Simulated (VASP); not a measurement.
# HCl in VASP: a series of runs, part 2 of 2

VASP 6.6.1. The steps go on from the part before.

### Step 3. Single point, PBEsol

The input, INCAR:

```
SYSTEM = HCl
ALGO     = Normal         ! electronic algorithm
EDIFF    = 1E-6           ! SCF threshold, eV
ENCUT    = 910            ! plane-wave cutoff, eV
GGA      = PS             ! functional
GGA_COMPAT= .FALSE.      
ISIF     = 2              ! what is computed and relaxed
ISMEAR   = -1             ! smearing method
LASPH    = .TRUE.         ! aspherical terms in the spheres
LCHARG   = .FALSE.        ! write CHGCAR
LREAL    = Auto         
LWAVE    = .FALSE.        ! write WAVECAR
NBANDS   = 66             ! bands
NELM     = 120            ! most SCF steps
PREC     = Accurate       ! precision mode
SIGMA    = 0.02           ! smearing width, eV
```

The input, KPOINTS:

```
k-points
0
G
  1 1 1
  0 0 0
```

The input, POSCAR:

```
HCl
1.0
    8.4901850000      0.0000000000      0.0000000000
    0.0000000000      8.4901850000      0.0000000000
    0.0000000000      0.0000000000      8.4901850000
Cl H
12 12
Direct
    0.3035287192      0.3727017619      0.3121965901
    0.0845050591      0.7361974163      0.1460157974
    0.7425669231      0.2325522276      0.4699979663
    0.8070943539      0.5313914573      0.7420800474
    0.4482042379      0.7608175692      0.9524029549
   -0.0083084477      0.9542396489      0.7123581813
    0.1609424876      0.4024683625      0.8427208040
    0.6510583497      0.8177799392      0.3349380345
    0.5766356867      0.3262934245      1.0110594209
    0.3910905884      0.0965585688      0.6267882245
    0.9697224671      0.1524215942      0.0785527757
    0.3290362294      0.7122389594      0.5636569841
    0.4035070318      0.4002323419      0.1981406524
    0.2225342056      0.7437691947      0.0758163174
    0.7699945458      0.3456176893      0.5774810973
    0.9530650357      0.4890606179      0.7927395995
    0.3979266994      0.7230518380      0.8097967641
   -0.1173209273      0.9689454532      0.6035880120
    0.0947060784      0.3033335600      0.9464984959
    0.5327551398      0.7532690419      0.4108165201
    0.6626852797      0.4296554585      0.9330823807
    0.5233028712      0.1300300413      0.5514886515
    0.9360918036      0.0683312130     -0.0464746696
    0.3468723818      0.8684916205      0.5792723976
```

Potentials or basis: VASP PAW PBE potentials, release 64 (Cl, H_h).

Launch:

```sh
> cat potpaw_PBE.64/Cl/POTCAR potpaw_PBE.64/H_h/POTCAR > POTCAR
> mpirun -np 1 vasp_gam > vasp.out
```

OUTCAR:

```text
SYSTEM = HCl
   EDIFF = 1E-6
   ENCUT = 910
   GGA = PS
   ISIF = 2
   ISMEAR = -1
   LASPH = .TRUE.
   LREAL = Auto
   NELM = 120
   PREC = Accurate

 ion  position               nearest neighbor table
   1  0.304  0.373  0.312-  13 1.31
   2  0.085  0.736  0.146-  14 1.32
   3  0.743  0.233  0.470-  15 1.34
   4  0.807  0.531  0.742-  16 1.36
   5  0.448  0.761  0.952-  17 1.32
   6  0.992  0.954  0.712-  18 1.31
[... 16 lines left out ...]
  23  0.936  0.068  0.954-  11 1.31
  24  0.347  0.868  0.579-  12 1.34

  LATTYP: Found a simple cubic cell.
 ALAT       =     8.4901850000

  Lattice vectors:

 A1 = (   8.4901850000,   0.0000000000,   0.0000000000)
 A2 = (   0.0000000000,   8.4901850000,   0.0000000000)
 A3 = (   0.0000000000,   0.0000000000,   8.4901850000)

Analysis of symmetry for initial positions (statically):
=====================================================================
 Subroutine PRICEL returns:
 Original cell was already a primitive cell.

 Routine SETGRP: Setting up the symmetry group for a
 simple cubic supercell.

 Subroutine GETGRP returns: Found  1 space group operations
 (whereof  1 operations were pure point group operations)
 out of a pool of 48 trial point group operations.

The static configuration has the point symmetry C_1 .

Analysis of symmetry for dynamics (positions and initial velocities):
=====================================================================
 Subroutine PRICEL returns:
 Original cell was already a primitive cell.

 Routine SETGRP: Setting up the symmetry group for a
 simple cubic supercell.

 Subroutine GETGRP returns: Found  1 space group operations
[... 142 lines left out ...]
     AMIX     =   0.40;   BMIX     =  1.00
     AMIX_MAG =   1.60;   BMIX_MAG =  1.00
  volume/ion in A,a.u.               =      25.50       172.08
  Fermi-wavevector in a.u.,A,eV,Ry     =   0.882907  1.668452 10.606068  0.779524
  Thomas-Fermi vector in A             =   2.003601
   LORBIT       =      0    0 simple, 1 ext, 2 COOP (PROOUT), +10 PAW based schemes
   GGA     = PS    functional components
   LHFCALC =     F    Hartree Fock is set to
   AEXX    =    0.0000 exact exchange contribution
   IVDW    =     0    specifies the selected vdW correction
   LEPSILON=     F    determine dielectric tensor
   LRPA    =     F    only Hartree local field effects (RPA)
 non-spin polarized calculation
  energy-cutoff  :      910.00
  volume of cell :      612.00
 maximum number of plane-waves:     19081
 NGX is ok and might be reduce to    84
   NGX = 41   NGY = 41   NGZ = 41

 number of electron      95.9999998 magnetization

 Free energy of the ion-electron system (eV)
  ---------------------------------------------------
  ext. energy  EPLUGINS =         0.00000000
  ---------------------------------------------------
  free energy    TOTEN  =       -74.55875784 eV

  energy without entropy =      -74.55875784  energy(sigma->0) =      -74.55875784

 E-fermi :  -2.8271     XC(G=0):  -6.0816

 val. band max:       -3.3159105342   @ k =   0.0000   0.0000   0.0000
 cond. band min:       1.8878700243   @ k =   0.0000   0.0000   0.0000
 fundamental gap:      5.2037805585
 Fermi energy:        -2.8271247129

 k-point     1 :       0.0000    0.0000    0.0000
  band No.  band energies     occupation
      1     -17.9717      2.00000
      2     -17.8336      2.00000
      3     -17.7031      2.00000
      4     -17.5779      2.00000
      5     -17.4657      2.00000
      6     -17.3016      2.00000
[... 52 lines left out ...]
     59       4.1777      0.00000
     60       4.3559      0.00000
 [bands above 60 left out]

------------------------ aborting loop because EDIFF is reached ----------------------------------------

  FORCE on cell =-STRESS in cart. coord.  units (eV):
  Direction    XX          YY          ZZ          XY          YZ          ZX
  --------------------------------------------------------------------------------------
  -------------------------------------------------------------------------------------
  Total       -0.5546093     -0.0161042     -1.1357564     -0.8463138     -0.4871937     -0.4709443
  in kB       -1.4519320     -0.0421599     -2.9733381     -2.2155959     -1.2754422     -1.2329024
  external PRESSURE =      -1.4891433 kB  Pullay stress =       0.0000000 kB

 VOLUME and BASIS-vectors are now :
 -----------------------------------------------------------------------------
  energy-cutoff  :      910.00
  volume of cell :      612.00
      direct lattice vectors                 reciprocal lattice vectors
     8.490185000  0.000000000  0.000000000     0.117783064  0.000000000  0.000000000
     0.000000000  8.490185000  0.000000000     0.000000000  0.117783064  0.000000000
     0.000000000  0.000000000  8.490185000     0.000000000  0.000000000  0.117783064

 POSITION                                       TOTAL-FORCE (eV/Angst)
 -----------------------------------------------------------------------------------
      2.57701      3.16431      2.65061         0.072402      0.037656     -0.095226
      0.71746      6.25045      1.23970         0.118660      0.007511     -0.072238
      6.30453      1.97441      3.99037         0.092821      0.259043      0.292543
      6.85238      4.51161      6.30040         0.070047      0.017539      0.018466
      3.80534      6.45948      8.08608        -0.025378     -0.055998     -0.160266
      8.41964      8.10167      6.04805        -0.331762     -0.024412     -0.276247
[... 16 lines left out ...]
      7.94759      0.58014      8.09561         0.049387      0.027110      0.032663
      2.94501      7.37365      4.91813         0.013465     -0.003492      0.008714
 -----------------------------------------------------------------------------------
    total drift:                               -0.005688      0.000424     -0.001129

  FREE ENERGIE OF THE ION-ELECTRON SYSTEM (eV)
  ---------------------------------------------------
  free  energy   TOTEN  =       -74.5587578447 eV

  energy  without entropy=      -74.5587578446  energy(sigma->0) =      -74.55875784
```

OSZICAR:

```text
N       E                     dE             d eps       ncg     rms          rms(c)
DAV:   1     0.108392599911E+04    0.10839E+04   -0.56480E+04   132   0.193E+03
DAV:   2     0.821860180366E+02   -0.10017E+04   -0.96247E+03   206   0.283E+02
DAV:   3    -0.714298942147E+02   -0.15362E+03   -0.15286E+03   152   0.119E+02
DAV:   4    -0.758148970798E+02   -0.43850E+01   -0.43651E+01   160   0.236E+01
DAV:   5    -0.759177880615E+02   -0.10289E+00   -0.10274E+00   160   0.386E+00    0.245E+01
DAV:   6    -0.747861486233E+02    0.11316E+01   -0.14782E+00   160   0.387E+00    0.138E+01
DAV:   7    -0.745597162965E+02    0.22643E+00   -0.14222E+00   168   0.393E+00    0.274E+00
DAV:   8    -0.745576907807E+02    0.20255E-02   -0.19067E-01   160   0.157E+00    0.119E+00
DAV:   9    -0.745586403142E+02   -0.94953E-03   -0.12216E-02   168   0.414E-01    0.365E-01
DAV:  10    -0.745586469233E+02   -0.66091E-05   -0.76654E-03   152   0.294E-01    0.173E-01
DAV:  11    -0.745586532916E+02   -0.63683E-05   -0.79111E-04   168   0.113E-01    0.143E-01
DAV:  12    -0.745587253133E+02   -0.72022E-04   -0.30598E-04   168   0.654E-02    0.706E-02
DAV:  13    -0.745587569207E+02   -0.31607E-04   -0.28018E-04   144   0.839E-02    0.365E-02
DAV:  14    -0.745587537578E+02    0.31629E-05   -0.14637E-04   184   0.486E-02    0.188E-02
DAV:  15    -0.745587569167E+02   -0.31588E-05   -0.30533E-05   152   0.211E-02    0.146E-02
DAV:  16    -0.745587578447E+02   -0.92800E-06   -0.16642E-06   120   0.502E-03
   1 F= -.74558758E+02 E0= -.74558758E+02  d E =-.247596E-10
```

stdout:

```text
POSCAR found type information on POSCAR ClH
 POSCAR found :  2 types and      24 ions
 scaLAPACK will be used
 -----------------------------------------------------------------------------
|                                                                             |
|                                                                             |
|     You enforced a specific xc type in the INCAR file but a different       |
|     I HOPE YOU KNOW WHAT YOU ARE DOING!                                     |
|                                                                             |
 -----------------------------------------------------------------------------

 LDA part: xc-table for (Slater+PW92), standard interpolation
 POSCAR, INCAR and KPOINTS ok, starting setup
 FFT: planning ... GRIDC
 FFT: planning ... GRID_SOFT
 FFT: planning ... GRID
 WAVECAR not read
 entering main loop
```

Run time: 89 s. Hardware: 1 thread of Intel Xeon 6975P-C (Granite Rapids), shared host; peak memory 0.97 GiB.

Results:

```
Free energy            : -74.5588 eV
Pressure               : -0.1 GPa
Largest force          : 0.449 eV/Å
Band gap on the k mesh : 5.20 eV
```

Forces in eV/Å, atoms in the order of the input:
```
Cl   0.072  0.038 -0.095
Cl   0.119  0.008 -0.072
Cl   0.093  0.259  0.293
Cl   0.070  0.018  0.018
Cl  -0.025 -0.056 -0.160
Cl  -0.332 -0.024 -0.276
Cl  -0.087  0.025  0.029
Cl  -0.007 -0.024  0.029
Cl   0.137  0.114 -0.122
Cl   0.005 -0.008 -0.012
Cl   0.001 -0.021 -0.065
Cl   0.020  0.047 -0.004
H   -0.049 -0.038  0.070
H   -0.152 -0.019  0.060
H   -0.097 -0.329 -0.265
H   -0.051 -0.058 -0.092
H    0.047  0.056  0.158
H    0.298  0.052  0.332
H    0.000  0.033 -0.022
H    0.062  0.039 -0.024
H   -0.161 -0.167  0.128
H   -0.025  0.033  0.052
H    0.049  0.027  0.033
H    0.013 -0.003  0.009
```

Caveat: the k points lie up to 0.74 Å⁻¹ apart; the PAW data sets were made with another functional, which shifts forces and pressure a little.
